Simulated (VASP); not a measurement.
# AgBr (Fm-3m) in VASP: notebook

Runs on AgBr. Level: PBEsol. Tasks: relaxation of cell and atoms.

Program: VASP 6.6.1. These are calculated values, not measurements. Logs are shortened: lines on timing, memory, paths and dates and some standing lists are left out, and cuts for length are marked.

**1. The cell of the first run**

It takes space group Fm-3m (No. 225, cubic). The conventional cell has a = 5.675 Å, b = 5.675 Å, c = 5.675 Å, α = 90.00°, β = 90.00°, γ = 90.00°. Ag (site symmetry m-3m) has 6 Br at 2.84 Å within 3.7 Å. Br (site symmetry m-3m) has 6 Ag at 2.84 Å within 3.7 Å.

**2. Relaxation of cell and atoms, PBEsol, target pressure 2 GPa, at which the enthalpy is minimised**

Input file INCAR:

```
PREC = Accurate
ENCUT = 500
EDIFF = 1E-7
ISMEAR = 0
SIGMA = 0.01
LREAL = False
LASPH = True
NELM = 120
ALGO = Normal
ISIF = 3
LWAVE = False
LCHARG = False
GGA = PS
IBRION = 2
NSW = 100
EDIFFG = -0.002
PSTRESS = 20.0
GGA_COMPAT = False
NELMIN = 4
```

Input file KPOINTS:

```
regular mesh
0
Gamma
  8 8 8
```

Input file POSCAR:

```
AgBr
1.0
    2.8376951687      2.8376951687      0.0000000000
   -2.8376951687      2.8376951687      0.0000000000
    0.0000000000      2.8376951687      2.8376951687
Ag Br
1 1
Direct
    0.0000000000      0.0000000000      0.0000000000
    0.5000000000      0.5000000000      0.0000000000
```

Potentials or basis: VASP PAW PBE potentials, release 64 (Ag, Br).

Launch:

```
$ cat potpaw_PBE.64/Ag/POTCAR potpaw_PBE.64/Br/POTCAR > POTCAR
$ mpirun -np 1 vasp_std > vasp.out
```

OUTCAR:

```text
PREC = Accurate
   ENCUT = 500
   EDIFF = 1E-7
   ISMEAR = 0
   LREAL = False
   LASPH = True
   NELM = 120
   ISIF = 3
   GGA = PS
   IBRION = 2
   NSW = 100
   EDIFFG = -0.002
   PSTRESS = 20.0
   NELMIN = 4

 ion  position               nearest neighbor table
   1  0.000  0.000  0.000-   2 2.84   2 2.84   2 2.84   2 2.84   2 2.84   2 2.84
   2  0.500  0.500  0.000-   1 2.84   1 2.84   1 2.84   1 2.84   1 2.84   1 2.84

  LATTYP: Found a face centered cubic cell.
 ALAT       =     5.6753903374

  Lattice vectors:

 A1 = (   0.0000000000,   2.8376951687,   2.8376951687)
 A2 = (   2.8376951687,   0.0000000000,   2.8376951687)
 A3 = (   2.8376951687,   2.8376951687,   0.0000000000)

Analysis of symmetry for initial positions (statically):
=====================================================================
 Subroutine PRICEL returns:
 Original cell was already a primitive cell.

 Routine SETGRP: Setting up the symmetry group for a
 face centered cubic supercell.

 Subroutine GETGRP returns: Found 48 space group operations
 (whereof 48 operations were pure point group operations)
 out of a pool of 48 trial point group operations.

The static configuration has the point symmetry O_h .

Analysis of symmetry for dynamics (positions and initial velocities):
=====================================================================
 Subroutine PRICEL returns:
 Original cell was already a primitive cell.

 Routine SETGRP: Setting up the symmetry group for a
 face centered cubic supercell.

 Subroutine GETGRP returns: Found 48 space group operations
 (whereof 48 operations were pure point group operations)
 out of a pool of 48 trial point group operations.

The dynamic configuration has the point symmetry O_h .

 Subroutine INISYM returns: Found 48 space group operations
 (whereof 48 operations are pure point group operations),
 and found     1 'primitive' translations

----------------------------------------------------------------------------------------

                                     Primitive cell

  volume of cell :      45.7012

  direct lattice vectors                    reciprocal lattice vectors
     2.837695169  2.837695169  0.000000000     0.176199334  0.176199334 -0.176199334
    -2.837695169  2.837695169  0.000000000    -0.176199334  0.176199334 -0.176199334
     0.000000000  2.837695169  2.837695169     0.000000000  0.000000000  0.352398669

  length of vectors
     4.013106993  4.013106993  4.013106993     0.305186199  0.305186199  0.352398669

  position of ions in fractional coordinates (direct lattice)
     0.000000000  0.000000000  0.000000000
     0.500000000  0.500000000  0.000000000

  ion indices of the primitive-cell ions
   primitive index   ion index
                 1           1
                 2           2

----------------------------------------------------------------------------------------

 KPOINTS: regular mesh

Automatic generation of k-mesh.
 Grid dimensions read from file:
 generate k-points for:    8    8    8

 Generating k-lattice:

  Cartesian coordinates                     Fractional coordinates (reciprocal lattice)
     0.022024917  0.022024917 -0.022024917     0.125000000  0.000000000  0.000000000
    -0.022024917  0.022024917 -0.022024917     0.000000000  0.125000000  0.000000000
     0.000000000  0.000000000  0.044049834     0.000000000  0.000000000  0.125000000

  Length of vectors
     0.038148275  0.038148275  0.044049834

  Shift w.r.t. Gamma in fractional coordinates (k-lattice)
     0.000000000  0.000000000  0.000000000

 Subroutine IBZKPT returns following result:
 ===========================================

 Found     29 irreducible k-points:

 Following reciprocal coordinates:
            Coordinates               Weight
  0.000000  0.000000  0.000000      1.000000
  0.125000  0.000000  0.000000      8.000000
  0.250000  0.000000  0.000000      8.000000
  0.375000  0.000000  0.000000      8.000000
  0.500000  0.000000  0.000000      4.000000
  0.125000  0.125000  0.000000     12.000000
[... 16 lines left out ...]
  0.375000  0.250000  0.125000     48.000000
  0.500000  0.250000  0.125000     24.000000
 [... further k-points ...]
   k-points           NKPTS =     29   k-points in BZ     NKDIM =     29   number of bands    NBANDS=     13
   number of dos      NEDOS =    301   number of ions     NIONS =      2
   total plane-waves  NPLWV =  27000
   dimension x,y,z NGX =    30 NGY =   30 NGZ =   30
   dimension x,y,z NGXF=    60 NGYF=   60 NGZF=   60
   ions per type =               1   1
   NGX,Y,Z   is equivalent  to a cutoff of  12.43, 12.43, 12.43 a.u.
   NGXF,Y,Z  is equivalent  to a cutoff of  24.86, 24.86, 24.86 a.u.
 SYSTEM =  unknown system
   PREC   = accura    normal or accurate (medium, high low for compatibility)
   ISTART =      0    job   : 0-new  1-cont  2-samecut
   ICHARG =      2    charge: 1-file 2-atom 10-const
   ISPIN  =      1    spin polarized calculation?
   LNONCOLLINEAR =      F non collinear calculations
   LSORBIT =      F    spin-orbit coupling
   LASPH  =      T    aspherical Exc in radial PAW
   ENCUT  =  500.0 eV  36.75 Ry    6.06 a.u.   7.32  7.32  7.32*2*pi/ulx,y,z
   NELM   =    120;   NELMIN=  4; NELMDL= -5     # of ELM steps
   EDIFF  = 0.1E-06   stopping-criterion for ELM
   LREAL  =      F    real-space projection
   EDIFFG = -.2E-02   stopping-criterion for IOM
   NSW    =    100    number of steps for IOM
   IBRION =      2    ionic relax: 0-MD 1-quasi-New 2-CG
   NFREE  =      1    steps in history (QN), initial steepest desc. (CG)
   ISIF   =      3    stress and relaxation
   ISYM   =      2    0-nonsym 1-usesym 2-fastsym
   POTIM  = 0.5000    time-step for ionic-motion
   TEBEG  =    0.0;   TEEND  =   0.0 temperature during run
   PSTRESS=   20.0 pullay stress
   NELECT =      18.0000    total number of electrons
   NUPDOWN=      -1.0000    fix difference up-down
   EMIN   =  10.00;   EMAX   =-10.00  energy-range for DOS
   EFERMI =   0.00;   METHOD = LEGACY
   ISMEAR =     0;   SIGMA  =   0.01  broadening in eV -4-tet -1-fermi 0-gaus
   EFERMI_NEDOS =   21; number of points for ismear=-14 and -15
   IALGO  =     38    algorithm
   IMIX   =      4    mixing-type and parameters
     AMIX     =   0.40;   BMIX     =  1.00
     AMIX_MAG =   1.60;   BMIX_MAG =  1.00
  volume/ion in A,a.u.               =      22.85       154.20
  Fermi-wavevector in a.u.,A,eV,Ry     =   1.200024  2.267717 19.593173  1.440058
  Thomas-Fermi vector in A             =   2.335871
   LORBIT       =      0    0 simple, 1 ext, 2 COOP (PROOUT), +10 PAW based schemes
   GGA     = PS    functional components
   LHFCALC =     F    Hartree Fock is set to
   AEXX    =    0.0000 exact exchange contribution
   IVDW    =     0    specifies the selected vdW correction
   LEPSILON=     F    determine dielectric tensor
   LRPA    =     F    only Hartree local field effects (RPA)
 conjugate gradient relaxation of ions
 non-spin polarized calculation
 Gauss-broadening in eV      SIGMA  =   0.01
  energy-cutoff  :      500.00
  volume of cell :       45.70
 maximum number of plane-waves:      1211
 NGX is ok and might be reduce to    30
   NGX = 15   NGY = 15   NGZ = 15

--------------------------------------- Ionic step        1  -------------------------------------------

 number of electron      17.9999998 magnetization

 Free energy of the ion-electron system (eV)
  ---------------------------------------------------
  ext. energy  EPLUGINS =         0.00000000
  ---------------------------------------------------
  free energy    TOTEN  =        -5.69826902 eV

  energy without entropy =       -5.69826902  energy(sigma->0) =       -5.69826902

------------------------ aborting loop because EDIFF is reached ----------------------------------------

  FORCE on cell =-STRESS in cart. coord.  units (eV):
  Direction    XX          YY          ZZ          XY          YZ          ZX
  --------------------------------------------------------------------------------------
  -------------------------------------------------------------------------------------
  Total       -0.0174233     -0.0174233     -0.0174233     -0.0000000     -0.0000000      0.0000000
  in kB       -0.6108212     -0.6108212     -0.6108212     -0.0000000     -0.0000000      0.0000000
  external PRESSURE =     -20.6108212 kB  Pullay stress =      20.0000000 kB

 VOLUME and BASIS-vectors are now :
 -----------------------------------------------------------------------------
  energy-cutoff  :      500.00
  volume of cell :       45.70
      direct lattice vectors                 reciprocal lattice vectors
     2.837695169  2.837695169  0.000000000     0.176199334  0.176199334 -0.176199334
    -2.837695169  2.837695169  0.000000000    -0.176199334  0.176199334 -0.176199334
     0.000000000  2.837695169  2.837695169     0.000000000  0.000000000  0.352398669
[... 8 lines left out ...]
  FREE ENERGIE OF THE ION-ELECTRON SYSTEM (eV)
  ---------------------------------------------------
  free  energy   TOTEN  =        -5.6982690233 eV

  energy  without entropy=       -5.6982690233  energy(sigma->0) =       -5.69826902

  enthalpy is  TOTEN    =        -5.1277808688 eV   P V=        0.5704881545

--------------------------------------- Ionic step        2  -------------------------------------------

 number of electron      18.0000001 magnetization

 E-fermi :   4.5323     XC(G=0): -10.4816

 val. band max:        4.4888784359   @ k =   0.5000   0.0000   0.0000
 cond. band min:       4.9896062248   @ k =   0.0000   0.0000   0.0000
 fundamental gap:      0.5007277889
 Fermi energy:         4.5323349480

 k-point     1 :       0.0000    0.0000    0.0000
  band No.  band energies     occupation
      1     -11.1556      2.00000
      2       1.3005      2.00000
      3       1.3005      2.00000
      4       1.3005      2.00000
      5       1.3026      2.00000
      6       1.3026      2.00000
      7       2.2518      2.00000
      8       2.2518      2.00000
      9       2.2518      2.00000
     10       4.9896      0.00000
     11      14.2776      0.00000
     12      14.2776      0.00000
     13      14.2776      0.00000

 k-point     2 :       0.1250    0.0000    0.0000
  band No.  band energies     occupation
      1     -11.0795      2.00000
      2       0.8485      2.00000
      3       0.8485      2.00000
      4       0.8792      2.00000
      5       1.3536      2.00000
      6       1.3536      2.00000
      7       1.8823      2.00000
      8       2.7899      2.00000
      9       2.7899      2.00000
     10       5.9179      0.00000
     11      12.8450      0.00000
[... 383 lines left out ...]
  FREE ENERGIE OF THE ION-ELECTRON SYSTEM (eV)
  ---------------------------------------------------
  free  energy   TOTEN  =        -5.6847365491 eV

  energy  without entropy=       -5.6847365491  energy(sigma->0) =       -5.68473655

  enthalpy is  TOTEN    =        -5.1381764629 eV   P V=        0.5465600862

--------------------------------------- Ionic step        3  -------------------------------------------

 number of electron      17.9999999 magnetization

 Free energy of the ion-electron system (eV)
  ---------------------------------------------------
  ext. energy  EPLUGINS =         0.00000000
  ---------------------------------------------------
  free energy    TOTEN  =        -5.68885157 eV

  energy without entropy =       -5.68885157  energy(sigma->0) =       -5.68885157

 E-fermi :   4.4424     XC(G=0): -10.4466

 val. band max:        4.3983434917   @ k =   0.5000   0.0000   0.0000
 cond. band min:       4.8979993770   @ k =   0.0000   0.0000   0.0000
 fundamental gap:      0.4996558853
 Fermi energy:         4.4423707946

 k-point     1 :       0.0000    0.0000    0.0000
  band No.  band energies     occupation
      1     -11.1970      2.00000
      2       1.2446      2.00000
      3       1.2446      2.00000
      4       1.2446      2.00000
      5       1.2464      2.00000
      6       1.2464      2.00000
      7       2.1874      2.00000
      8       2.1874      2.00000
      9       2.1874      2.00000
     10       4.8980      0.00000
     11      14.1892      0.00000
     12      14.1892      0.00000
     13      14.1892      0.00000

 k-point     2 :       0.1250    0.0000    0.0000
  band No.  band energies     occupation
      1     -11.1222      2.00000
      2       0.7969      2.00000
      3       0.7969      2.00000
      4       0.8278      2.00000
      5       1.2969      2.00000
      6       1.2969      2.00000
      7       1.8188      2.00000
      8       2.7197      2.00000
      9       2.7197      2.00000
     10       5.8217      0.00000
     11      12.7623      0.00000
[... 376 lines left out ...]
 POSITION                                       TOTAL-FORCE (eV/Angst)
 -----------------------------------------------------------------------------------
     -0.00000      2.80377      2.80377        -0.000000      0.000000      0.000000
     -0.00000      2.80377      0.00000         0.000000     -0.000000      0.000000
 -----------------------------------------------------------------------------------
    total drift:                               -0.000000      0.000000      0.000000

  FREE ENERGIE OF THE ION-ELECTRON SYSTEM (eV)
  ---------------------------------------------------
  free  energy   TOTEN  =        -5.6888515701 eV

  energy  without entropy=       -5.6888515701  energy(sigma->0) =       -5.68885157

  enthalpy is  TOTEN    =        -5.1385796323 eV   P V=        0.5502719378

 reached required accuracy - stopping structural energy minimisation
```

Run time: 18 s. Hardware: 1 thread of Intel Xeon 6975P-C (Granite Rapids), shared host; peak memory 0.18 GiB.

What came out:

| Property | Result |
| --- | --- |
| Free energy | -5.6889 eV |
| Relaxed volume | 22.04 Å³/atom |
| Relaxed cell | a = 3.965 Å, b = 3.965 Å, c = 3.965 Å, α = 60.00°, β = 60.00°, γ = 90.00° |
| Space group after relaxing (to 0.1 Å) | Fm-3m (No. 225) |
| Energy change on relaxing (the run minimises the enthalpy) | +4.7 meV/atom |
| Ionic steps | 3 |
| Pressure after relaxing | 2.0 GPa |
| Band gap on the k mesh | 0.50 eV (least direct gap 2.71 eV) |

Step by step:
| step | energy change (eV) | largest force (eV/Å) | pressure (GPa) | volume (Å³) |
| --- | --- | --- | --- | --- |
| 1 | 0.0000 | 0.0000 | -0.06 | 45.70 |
| 2 | 0.0135 | 0.0000 | 2.43 | 43.78 |
| 3 | 0.0094 | 0.0000 | 2.00 | 44.08 |

Final structure:
```cif
data_structure
_symmetry_space_group_name_H-M 'P 1'
_symmetry_Int_Tables_number 1
_cell_length_a 3.9651
_cell_length_b 3.9651
_cell_length_c 3.9651
_cell_angle_alpha 60.000
_cell_angle_beta 60.000
_cell_angle_gamma 90.000
_cell_volume 44.08
loop_
_atom_site_label
_atom_site_type_symbol
_atom_site_fract_x
_atom_site_fract_y
_atom_site_fract_z
_atom_site_occupancy
Ag1 Ag 0.00000 0.00000 0.00000 1
Br1 Br 0.50000 0.50000 0.00000 1
```

Levels at points of the mesh, in eV from the valence-band top:
```tsv
k point	band 7	band 8	band 9	band 10	band 11	band 12
(0.00, 0.00, 0.00)	-2.21	-2.21	-2.21	0.50	9.79	9.79
(0.50, 0.00, 0.00)	-2.40	0.00	0.00	3.34	6.48	6.48
(0.50, 0.50, 0.00)	-2.65	-2.65	-2.50	1.31	6.78	9.20
```

Caveat: the cell is relaxed towards a set pressure, so the run minimises the enthalpy, not the energy; the PAW data sets were made with another functional, which shifts forces and pressure a little. A k mesh can miss the band edges.

**3. Relaxation of cell and atoms, PBEsol, target pressure 4 GPa, at which the enthalpy is minimised**

Input file INCAR:

```
PREC = Accurate ; ENCUT = 500
EDIFF = 1E-7 ; ISMEAR = 0
SIGMA = 0.01 ; LREAL = False
LASPH = True ; NELM = 120
ALGO = Normal ; ISIF = 3
LWAVE = False ; LCHARG = False
GGA = PS ; IBRION = 2
NSW = 100 ; EDIFFG = -0.002
PSTRESS = 40.0 ; GGA_COMPAT = False
NELMIN = 4
```

KPOINTS is that of step 2.

POSCAR is that of step 2.

Potentials or basis: VASP PAW PBE potentials, release 64 (Ag, Br).

Launch:

```
$ cat potpaw_PBE.64/Ag/POTCAR potpaw_PBE.64/Br/POTCAR > POTCAR
$ mpirun -np 1 vasp_std > vasp.out
```

Wall time 19 s (1 thread of Intel Xeon 6975P-C (Granite Rapids), shared host); peak memory 0.18 GiB.

It converged, with:

```yaml
Free_energy: -5.6650 eV
Relaxed_volume: 21.40 Å³/atom
Relaxed_cell: a = 3.926 Å, b = 3.926 Å, c = 3.926 Å, α = 60.00°, β = 60.00°, γ = 90.00°
Space_group_after_relaxing_to_0.1_Å: Fm-3m (No. 225)
Energy_change_on_relaxing_the_run_minimises_the_enthalpy: +16.6 meV/atom
Ionic_steps: 3
Pressure_after_relaxing: 4.0 GPa
Band_gap_on_the_k_mesh: 0.51 eV (least direct gap 2.83 eV)
```

The path:
```csv
step,energy change (eV),largest force (eV/Å),pressure (GPa),volume (Å³)
1,0.0000,0.0000,-0.06,45.70
2,0.0575,0.0000,5.49,41.98
3,0.0332,0.0000,4.01,42.80
```

Final structure:
```
Ag Br
1.0
     2.77629    2.77629    0.00000
    -2.77629    2.77629    0.00000
     0.00000    2.77629    2.77629
Ag Br
1 1
Direct
  0.00000 0.00000 0.00000
  0.50000 0.50000 0.00000
```

Levels at points of the mesh, in eV from the valence-band top:
| k point | band 7 | band 8 | band 9 | band 10 | band 11 | band 12 |
| --- | --- | --- | --- | --- | --- | --- |
| (0.00, 0.00, 0.00) | -2.33 | -2.33 | -2.33 | 0.51 | 9.78 | 9.78 |
| (0.50, 0.00, 0.00) | -2.51 | 0.00 | 0.00 | 3.24 | 6.41 | 6.41 |
| (0.50, 0.50, 0.00) | -2.77 | -2.77 | -2.59 | 1.23 | 6.72 | 9.32 |

Caveat: the cell is relaxed towards a set pressure, so the run minimises the enthalpy, not the energy; the PAW data sets were made with another functional, which shifts forces and pressure a little. A k mesh can miss the band edges.

**4. Relaxation of cell and atoms, PBEsol, target pressure 7 GPa, at which the enthalpy is minimised**

Input file INCAR:

```
PREC = Accurate ; ENCUT = 500
EDIFF = 1E-7 ; ISMEAR = 0
SIGMA = 0.01 ; LREAL = F
LASPH = T ; NELM = 120
ALGO = Normal ; ISIF = 3
LWAVE = F ; LCHARG = F
GGA = PS ; IBRION = 2
NSW = 100 ; EDIFFG = -0.002
PSTRESS = 70.0 ; GGA_COMPAT = F
NELMIN = 4
```

Input file KPOINTS:

```
Automatic mesh
0
Gamma
  8 8 8
```

POSCAR is that of step 3.

Launch:

```
$ cat potpaw_PBE.64/Ag/POTCAR potpaw_PBE.64/Br/POTCAR > POTCAR
$ mpirun -np 1 vasp_std > vasp.out
```

Run time: 21 s. Hardware: 1 thread of Intel Xeon 6975P-C (Granite Rapids), shared host; peak memory 0.18 GiB.

The run converged. Its results:

```
Free energy                                                : -5.6119 eV
Relaxed volume                                             : 20.62 Å³/atom
Relaxed cell                                               : a = 3.878 Å, b = 3.878 Å, c = 3.878 Å, α = 60.00°, β = 60.00°, γ = 90.00°
Space group after relaxing (to 0.1 Å)                      : Fm-3m (No. 225)
Energy change on relaxing (the run minimises the enthalpy) : +43.2 meV/atom
Ionic steps                                                : 3
Pressure after relaxing                                    : 7.0 GPa
Band gap on the k mesh                                     : 0.52 eV (least direct gap 3.00 eV)
```

The path:
```
step  energy change (eV)  largest force (eV/Å)  pressure (GPa)  volume (Å³)
   1              0.0000                0.0000           -0.06        45.70
   2              0.1936                0.0000           11.55        39.36
   3              0.0864                0.0000            6.99        41.23
```

Final structure:
```xyz
2
Lattice="2.7420 2.7420 0.0000 -2.7420 2.7420 0.0000 0.0000 2.7420 2.7420" Properties=species:S:1:pos:R:3 pbc="T T T"
Ag    0.0000    2.7420    2.7420
Br    0.0000    2.7420    0.0000
```

Levels at points of the mesh, in eV from the valence-band top:
| k point | band 6 | band 7 | band 8 | band 9 | band 10 | band 11 | band 12 | band 13 |
| --- | --- | --- | --- | --- | --- | --- | --- | --- |
| (0.00, 0.00, 0.00) | -3.51 | -2.48 | -2.48 | -2.48 | 0.52 | 9.77 | 9.77 | 9.77 |
| (0.50, 0.00, 0.00) | -3.08 | -2.65 | 0.00 | 0.00 | 3.11 | 6.32 | 6.32 | 7.40 |
| (0.50, 0.50, 0.00) | -3.29 | -2.93 | -2.93 | -2.71 | 1.14 | 6.65 | 9.49 | 11.60 |

Caveat: the cell is relaxed towards a set pressure, so the run minimises the enthalpy, not the energy; the PAW data sets were made with another functional, which shifts forces and pressure a little. A k mesh can miss the band edges.

(Part 1 of 2 ends here.)
